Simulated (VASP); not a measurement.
**BP (e600): vibrations by perturbation theory with PBE**

The system is BP (e600).

```
CELL_PARAMETERS angstrom
0.00000 2.25887 2.25887
2.25887 0.00000 2.25887
2.25887 2.25887 0.00000
ATOMIC_POSITIONS crystal
B 0.00000 0.00000 0.00000
P 0.25000 0.25000 0.25000
```

This cell differs from its parent crystal: phonons at volume x 0.98.

```
Program                : VASP 6.6.1
Task                   : vibrations by perturbation theory
Functional             : PBE
Potentials or basis    : VASP PAW PBE potentials, release 64 (B, P)
Cutoff                 : 500 eV
k mesh                 : 10 × 10 × 10
Occupations            : gaussian, width 0.01 eV
Spin                   : no spin polarisation
Dipole correction      : no
Further INCAR settings : ALGO = Normal; EDIFF = 1e-08; IBRION = 8; NSW = 1
```

| Quantity | Value |
| --- | --- |
| Electronic dielectric tensor (diagonal) | 9.27 |
| Born charges (mean of the diagonal) | B -0.54; P +0.54 e |
| Highest phonon frequency at Γ, LO-TO splitting left out | 815 cm⁻¹ |

Phonon frequencies in cm⁻¹ (negative: imaginary):
```csv
q point,frequencies
"(0.000, 0.000, 0.000)",0 0 0 815 815 815
```

Electronic dielectric tensor:
```
9.27 0.00 0.00
0.00 9.27 0.00
0.00 0.00 9.27
```

Born effective charge tensors (e):
atom 1, B
```
-0.54  0.00  0.00
 0.00 -0.54  0.00
 0.00  0.00 -0.54
```
atom 2, P
```
0.54 0.00 0.00
0.00 0.54 0.00
0.00 0.00 0.54
```

It took 83 s on 1 thread of Intel(R) Xeon(R) 6975P-C (Granite Rapids), with other jobs on the host, peak memory 0.2 GiB.

Caveat: the cell differs from its parent crystal (phonons at volume x 0.98); the cell wasn't relaxed at this level first, which shifts response properties.
